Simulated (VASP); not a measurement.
# Ge (P4_322) in VASP: single point with PBE

Aim: the single point of Ge with PBE.

All numbers are computed with VASP 6.6.1; they aren't measurements. Logs are shortened: lines on timing, memory, paths and dates and some standing lists are left out, and cuts for length are marked.

## Step 1: The cell of the first run

It takes space group P4_322 (No. 95, tetragonal). Conventional cell: a = 7.433 Å, b = 7.433 Å, c = 4.024 Å, α = 90.00°, β = 90.00°, γ = 90.00°. Ge (site symmetry 1) has 4 Ge at 2.49 to 2.64 Å within 3.3 Å.

The cell was generated, and may not be a known phase.

## Step 2: Single point, PBE

INCAR reads:

```
PREC = Accurate ; ENCUT = 520
EDIFF = 1E-6 ; ISMEAR = 0
SIGMA = 0.1 ; LREAL = F
LASPH = T ; NELM = 80
ALGO = Normal ; ISIF = 2
LWAVE = F ; LCHARG = F
GGA = PE ; NBANDS = 66
```

KPOINTS reads:

```
regular mesh
0
Gamma
  4 4 4
```

POSCAR reads:

```
Ge
1.0
    7.4332318047      0.0000000000      0.0000000000
    0.0000000000      7.4332318047      0.0000000000
    0.0000000000      0.0000000000      4.0240211551
Ge
8
Direct
    0.1069149170      0.3299461450      0.2388090039
    0.8930850830      0.6700538550      0.7388090039
    0.6700538550      0.1069149170      0.9888090039
    0.3299461450      0.8930850830      0.4888090039
    0.3299461450      0.1069149170      0.0111909961
    0.6700538550      0.8930850830      0.5111909961
    0.8930850830      0.3299461450      0.7611909961
    0.1069149170      0.6700538550      0.2611909961
```

Potentials or basis: VASP PAW PBE potentials, release 64 (Ge_d).

On the command line:

```console
$ cat potpaw_PBE.64/Ge_d/POTCAR > POTCAR
$ mpirun -np 1 vasp_std > vasp.out
```

OUTCAR:

```text
PREC = Accurate
   ENCUT = 520
   EDIFF = 1E-6
   ISMEAR = 0
   LREAL = F
   LASPH = T
   NELM = 80
   ISIF = 2
   GGA = PE

 ion  position               nearest neighbor table
   1  0.107  0.330  0.239-   7 2.49   5 2.52   8 2.53   7 2.64
   2  0.893  0.670  0.739-   8 2.49   6 2.52   7 2.53   8 2.64
   3  0.670  0.107  0.989-   6 2.49   7 2.52   5 2.53   6 2.64
   4  0.330  0.893  0.489-   5 2.49   8 2.52   6 2.53   5 2.64
   5  0.330  0.107  0.011-   4 2.49   1 2.52   3 2.53   4 2.64
   6  0.670  0.893  0.511-   3 2.49   2 2.52   4 2.53   3 2.64
   7  0.893  0.330  0.761-   1 2.49   3 2.52   2 2.53   1 2.64
   8  0.107  0.670  0.261-   2 2.49   4 2.52   1 2.53   2 2.64

  LATTYP: Found a simple tetragonal cell.
 ALAT       =     7.4332318047
 C/A-ratio  =     0.5413555316

  Lattice vectors:

 A1 = (   7.4332318047,   0.0000000000,   0.0000000000)
 A2 = (   0.0000000000,   7.4332318047,   0.0000000000)
 A3 = (   0.0000000000,   0.0000000000,   4.0240211551)

Analysis of symmetry for initial positions (statically):
=====================================================================
 Subroutine PRICEL returns:
 Original cell was already a primitive cell.

 Routine SETGRP: Setting up the symmetry group for a
 simple tetragonal supercell.

 Subroutine GETGRP returns: Found  8 space group operations
 (whereof  2 operations were pure point group operations)
 out of a pool of 16 trial point group operations.

The static configuration has the point symmetry C_2 .
 The point group associated with its full space group is D_4 .

Analysis of symmetry for dynamics (positions and initial velocities):
=====================================================================
 Subroutine PRICEL returns:
 Original cell was already a primitive cell.

 Routine SETGRP: Setting up the symmetry group for a
 simple tetragonal supercell.

 Subroutine GETGRP returns: Found  8 space group operations
 (whereof  2 operations were pure point group operations)
 out of a pool of 16 trial point group operations.

The dynamic configuration has the point symmetry C_2 .
 The point group associated with its full space group is D_4 .

 Subroutine INISYM returns: Found  8 space group operations
 (whereof  2 operations are pure point group operations),
 and found     1 'primitive' translations

----------------------------------------------------------------------------------------

                                     Primitive cell

  volume of cell :     222.3390

  direct lattice vectors                    reciprocal lattice vectors
     7.433231805  0.000000000  0.000000000     0.134530985  0.000000000  0.000000000
     0.000000000  7.433231805  0.000000000     0.000000000  0.134530985  0.000000000
     0.000000000  0.000000000  4.024021155     0.000000000  0.000000000  0.248507640

  length of vectors
     7.433231805  7.433231805  4.024021155     0.134530985  0.134530985  0.248507640

  position of ions in fractional coordinates (direct lattice)
     0.106914917  0.329946145  0.238809004
     0.893085083  0.670053855  0.738809004
     0.670053855  0.106914917  0.988809004
     0.329946145  0.893085083  0.488809004
     0.329946145  0.106914917  0.011190996
     0.670053855  0.893085083  0.511190996
     0.893085083  0.329946145  0.761190996
     0.106914917  0.670053855  0.261190996

  ion indices of the primitive-cell ions
   primitive index   ion index
                 1           1
                 2           2
                 3           3
                 4           4
                 5           5
                 6           6
                 7           7
                 8           8

----------------------------------------------------------------------------------------

 KPOINTS: regular mesh

Automatic generation of k-mesh.
 Grid dimensions read from file:
 generate k-points for:    4    4    4

 Generating k-lattice:

  Cartesian coordinates                     Fractional coordinates (reciprocal lattice)
     0.033632746  0.000000000  0.000000000     0.250000000  0.000000000  0.000000000
     0.000000000  0.033632746  0.000000000     0.000000000  0.250000000  0.000000000
     0.000000000  0.000000000  0.062126910     0.000000000  0.000000000  0.250000000

  Length of vectors
     0.033632746  0.033632746  0.062126910

  Shift w.r.t. Gamma in fractional coordinates (k-lattice)
     0.000000000  0.000000000  0.000000000

 Subroutine IBZKPT returns following result:
 ===========================================

 Found     18 irreducible k-points:

 Following reciprocal coordinates:
            Coordinates               Weight
  0.000000  0.000000  0.000000      1.000000
  0.250000  0.000000  0.000000      4.000000
  0.500000  0.000000  0.000000      2.000000
  0.250000  0.250000  0.000000      4.000000
  0.500000  0.250000  0.000000      4.000000
  0.500000  0.500000  0.000000      1.000000
[... 10 lines left out ...]
  0.500000  0.250000  0.500000      4.000000
  0.500000  0.500000  0.500000      1.000000
   k-points           NKPTS =     18   k-points in BZ     NKDIM =     18   number of bands    NBANDS=     66
   number of dos      NEDOS =    301   number of ions     NIONS =      8
   total plane-waves  NPLWV =  94080
   dimension x,y,z NGX =    56 NGY =   56 NGZ =   30
   dimension x,y,z NGXF=   112 NGYF=  112 NGZF=   60
   ions per type =               8
   NGX,Y,Z   is equivalent  to a cutoff of  12.52, 12.52, 12.39 a.u.
   NGXF,Y,Z  is equivalent  to a cutoff of  25.05, 25.05, 24.79 a.u.
 SYSTEM =  unknown system
   PREC   = accura    normal or accurate (medium, high low for compatibility)
   ISTART =      0    job   : 0-new  1-cont  2-samecut
   ICHARG =      2    charge: 1-file 2-atom 10-const
   ISPIN  =      1    spin polarized calculation?
   LNONCOLLINEAR =      F non collinear calculations
   LSORBIT =      F    spin-orbit coupling
   LASPH  =      T    aspherical Exc in radial PAW
   ENCUT  =  520.0 eV  38.22 Ry    6.18 a.u.  13.82 13.82  7.48*2*pi/ulx,y,z
   NELM   =     80;   NELMIN=  2; NELMDL= -5     # of ELM steps
   EDIFF  = 0.1E-05   stopping-criterion for ELM
   LREAL  =      F    real-space projection
   EDIFFG = 0.1E-04   stopping-criterion for IOM
   NSW    =      0    number of steps for IOM
   IBRION =     -1    ionic relax: 0-MD 1-quasi-New 2-CG
   NFREE  =      0    steps in history (QN), initial steepest desc. (CG)
   ISIF   =      2    stress and relaxation
   ISYM   =      2    0-nonsym 1-usesym 2-fastsym
   POTIM  = 0.5000    time-step for ionic-motion
   TEBEG  =    0.0;   TEEND  =   0.0 temperature during run
   PSTRESS=    0.0 pullay stress
   NELECT =     112.0000    total number of electrons
   NUPDOWN=      -1.0000    fix difference up-down
   EMIN   =  10.00;   EMAX   =-10.00  energy-range for DOS
   EFERMI =   0.00;   METHOD = LEGACY
   ISMEAR =     0;   SIGMA  =   0.10  broadening in eV -4-tet -1-fermi 0-gaus
   EFERMI_NEDOS =   21; number of points for ismear=-14 and -15
   IALGO  =     38    algorithm
   IMIX   =      4    mixing-type and parameters
     AMIX     =   0.40;   BMIX     =  1.00
     AMIX_MAG =   1.60;   BMIX_MAG =  1.00
  volume/ion in A,a.u.               =      27.79       187.55
  Fermi-wavevector in a.u.,A,eV,Ry     =   1.302594  2.461545 23.085690  1.696750
  Thomas-Fermi vector in A             =   2.433651
   LORBIT       =      0    0 simple, 1 ext, 2 COOP (PROOUT), +10 PAW based schemes
   GGA     = PE    functional components
   LHFCALC =     F    Hartree Fock is set to
   AEXX    =    0.0000 exact exchange contribution
   IVDW    =     0    specifies the selected vdW correction
   LEPSILON=     F    determine dielectric tensor
   LRPA    =     F    only Hartree local field effects (RPA)
 non-spin polarized calculation
 Gauss-broadening in eV      SIGMA  =   0.10
  energy-cutoff  :      520.00
  volume of cell :      222.34
 maximum number of plane-waves:      6024
 NGX is ok and might be reduce to    56
   NGX = 27   NGY = 27   NGZ = 15

 number of electron     112.0000003 magnetization

 Free energy of the ion-electron system (eV)
  ---------------------------------------------------
  ext. energy  EPLUGINS =         0.00000000
  ---------------------------------------------------
  free energy    TOTEN  =       -33.57816285 eV

  energy without entropy =      -33.56393624  energy(sigma->0) =      -33.57104954

 E-fermi :   3.0704     XC(G=0):  -8.7712

 val. band max:        2.9906512406   @ k =   0.5000   0.5000   0.2500
 cond. band min:       3.0756160769   @ k =   0.5000   0.0000   0.0000
 fundamental gap:      0.0849648363
 Fermi energy:         3.0704167251

 k-point     1 :       0.0000    0.0000    0.0000
  band No.  band energies     occupation
      1     -21.5600      2.00000
      2     -21.5209      2.00000
      3     -21.5190      2.00000
      4     -21.5190      2.00000
      5     -21.5131      2.00000
      6     -21.4864      2.00000
[... 58 lines left out ...]
     65       6.9739      0.00000
     66       7.4745      0.00000

 k-point     2 :       0.2500    0.0000    0.0000
  band No.  band energies     occupation
      1     -21.5557      2.00000
      2     -21.5283      2.00000
      3     -21.5184      2.00000
      4     -21.5158      2.00000
      5     -21.5125      2.00000
      6     -21.4868      2.00000
[... 58 lines left out ...]
     65       6.7723      0.00000
     66       7.3208      0.00000

 k-point     3 :       0.5000    0.0000    0.0000
  band No.  band energies     occupation
      1     -21.5458      2.00000
      2     -21.5418      2.00000
      3     -21.5176      2.00000
      4     -21.5119      2.00000
      5     -21.5098      2.00000
      6     -21.4875      2.00000
[... 1024 lines left out ...]
     65       7.4779      0.00000
     66       7.4779      0.00000

 k-point    18 :       0.5000    0.5000    0.5000
  band No.  band energies     occupation
      1     -21.5320      2.00000
      2     -21.5320      2.00000
      3     -21.5214      2.00000
      4     -21.5214      2.00000
      5     -21.5090      2.00000
      6     -21.5090      2.00000
[... 58 lines left out ...]
     65       8.1030      0.00000
     66       8.1102      0.00000

------------------------ aborting loop because EDIFF is reached ----------------------------------------

  FORCE on cell =-STRESS in cart. coord.  units (eV):
  Direction    XX          YY          ZZ          XY          YZ          ZX
  --------------------------------------------------------------------------------------
  -------------------------------------------------------------------------------------
  Total        0.2226091      0.2226091     -0.0378207      0.0000000     -0.0000000      0.0000000
  in kB        1.6041236      1.6041236     -0.2725364      0.0000000     -0.0000000      0.0000000
  external PRESSURE =       0.9785703 kB  Pullay stress =       0.0000000 kB

 VOLUME and BASIS-vectors are now :
 -----------------------------------------------------------------------------
  energy-cutoff  :      520.00
  volume of cell :      222.34
      direct lattice vectors                 reciprocal lattice vectors
     7.433231805  0.000000000  0.000000000     0.134530985  0.000000000  0.000000000
     0.000000000  7.433231805  0.000000000     0.000000000  0.134530985  0.000000000
     0.000000000  0.000000000  4.024021155     0.000000000  0.000000000  0.248507640

 POSITION                                       TOTAL-FORCE (eV/Angst)
 -----------------------------------------------------------------------------------
      0.79472      2.45257      0.96097        -0.026200     -0.008564      0.009337
      6.63851      4.98067      2.97298         0.026200      0.008564      0.009337
      4.98067      0.79472      3.97899         0.008564     -0.026200      0.009337
      2.45257      6.63851      1.96698        -0.008564      0.026200      0.009337
      2.45257      0.79472      0.04503        -0.008564     -0.026200     -0.009337
      4.98067      6.63851      2.05704         0.008564      0.026200     -0.009337
      6.63851      2.45257      3.06305         0.026200     -0.008564     -0.009337
      0.79472      4.98067      1.05104        -0.026200      0.008564     -0.009337
 -----------------------------------------------------------------------------------
    total drift:                                0.000000     -0.000000      0.000000

  FREE ENERGIE OF THE ION-ELECTRON SYSTEM (eV)
  ---------------------------------------------------
  free  energy   TOTEN  =       -33.5781628496 eV

  energy  without entropy=      -33.5639362382  energy(sigma->0) =      -33.57104954
```

Run time: 3.2 min. Hardware: 1 thread of AMD EPYC 7R43 (Zen 3), shared host; peak memory 0.36 GiB.

Results:

```
Free energy            : -33.5782 eV
Pressure               : 0.1 GPa
Largest force          : 0.029 eV/Å
Band gap on the k mesh : zero (bands 56 and 57 overlap by 0.20 eV)
```

Forces in eV/Å, atoms in the order of the input:
```
Ge  -0.026 -0.009  0.009
Ge   0.026  0.009  0.009
Ge   0.009 -0.026  0.009
Ge  -0.009  0.026  0.009
Ge  -0.009 -0.026 -0.009
Ge   0.009  0.026 -0.009
Ge   0.026 -0.009 -0.009
Ge  -0.026  0.009 -0.009
```

Caveat: the k points lie up to 0.39 Å⁻¹ apart; semilocal functionals underestimate gaps, and a narrow one can read as zero.

The gap in the log of VASP goes by the Fermi energy; the results here count the filled bands.